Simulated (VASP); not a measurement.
Set up this calculation in VASP 6.6.1, as the native input.

```
Task                   : single point
Functional             : PBEsol
Potentials or basis    : VASP PAW PBE potentials, release 64 (W_sv, C, Si, Cl)
Cutoff                 : 520 eV
k mesh                 : 3 × 3 × 1
Occupations            : fermi-dirac, width 0.15 eV
Spin                   : no spin polarisation
Dipole correction      : no
Further INCAR settings : LREAL = Auto; ALGO = Normal; EDIFF = 1e-07; NBANDS = 104
```

The structure of SiW8C8Cl4 lies in POSCAR:

```
SiW8C8Cl4
1.0
    5.7058800000      0.0000000000      0.0000000000
   -2.8529400000      4.9414370000      0.0000000000
    0.0000000000      0.0000000000     20.2001350000
W C Si Cl
8 8 1 4
Direct
    0.0000000000      0.0000000000      0.0495046196
    0.0004349014      0.0003440295      0.1933006883
   -0.0000071297      0.4999962561      0.0495046196
   -0.0003771558      0.5000974413      0.1933254406
    0.4999929897      0.0000000000      0.0495046196
    0.4998478928     -0.0004654516      0.1933105893
    0.5000033858      0.4999962561      0.0495046196
    0.4999932673      0.4999760191      0.1938452392
    0.3336486702      0.1665507422      0.1086725410
    0.3313369148      0.1673602234      0.2502111991
    0.3328716645      0.6663041540      0.1086824420
    0.3362726392      0.6689349677      0.2501715954
    0.8332689225      0.1666114533      0.1081675939
    0.8335001954      0.1667935866      0.2490329891
    0.8334372453      0.6671338722      0.1086774915
    0.8324909435      0.6637340515      0.2502062486
    0.1750410092      0.8369832500      0.3675519990
    0.5452720431      1.1091915166      0.3568342489
   -0.0974568033      0.9347280963      0.3567995956
    0.0766275253      0.4666861077      0.3566114781
    0.1746256183      0.8365380354      0.4731453527
```

The input as run:

INCAR

```
SYSTEM = SiW8C8Cl4
ALGO = Normal
EDIFF = 1E-7
ENCUT = 520
GGA = PS
ISIF = 2
ISMEAR = -1
LASPH = .True.
LCHARG = .False.
LREAL = Auto
LWAVE = .False.
NBANDS = 104
NELM = 80
PREC = Accurate
SIGMA = 0.15
```

KPOINTS

```
k-points
0
Gamma
  3 3 1
  0 0 0
```

Potentials or basis: VASP PAW PBE potentials, release 64 (W_sv, C, Si, Cl).

Run with:

```bash
$ cat potpaw_PBE.64/W_sv/POTCAR potpaw_PBE.64/C/POTCAR potpaw_PBE.64/Si/POTCAR potpaw_PBE.64/Cl/POTCAR > POTCAR
$ mpirun -np 1 vasp_std > vasp.out
```

Results of the run:

- Largest force: 3.863 eV/Å
- Band gap on the k mesh: zero (bands 88 and 89 overlap by 0.91 eV)

Caveat: the k points lie up to 0.42 Å⁻¹ apart, too coarse for converged energies and pressures of a metal; there is no dipole correction, which matters where the two faces differ; the PAW data sets were made with another functional, which shifts forces and pressure a little; spin-orbit coupling is left out, which moves the levels of the heavy elements.

It took 11 min on 1 thread of Intel(R) Xeon(R) Platinum 8488C (Sapphire Rapids), with other jobs on the host, peak memory 0.66 GiB.
